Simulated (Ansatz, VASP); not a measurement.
# Two plane-wave programs on BaO

```
CELL_PARAMETERS angstrom
0.00000 2.76000 2.76000
2.76000 0.00000 2.76000
2.76000 2.76000 0.00000
ATOMIC_POSITIONS crystal
Ba 0.00000 0.00000 0.00000
O 0.50000 0.50000 0.50000
```

Alike in both runs: task relaxation of cell and atoms; functional PBE; dispersion D3(BJ); k mesh 8 × 8 × 8; occupations gaussian, width 0.02 eV; no spin polarisation.

```csv
,VASP,Ansatz
version,VASP 6.6.1,Ansatz 0.2.0
potentials or method,"VASP PAW PBE potentials, release 64 (Ba_sv, O), cutoff 600 eV","scalar-relativistic, plane waves, PAW"
valence electrons in the cell,16,16
```

```tsv
	VASP	Ansatz	Ansatz less VASP
gap on the k mesh at the Fermi level, each at its own relaxed structure (eV)	2.03	2.02	-0.005
relaxed volume (Å³/atom)	21.59	21.12	-0.467
relaxed cell length with the largest relative difference (Å)	3.938	3.909	-0.0286
```

Neither program's run includes spin-orbit coupling.
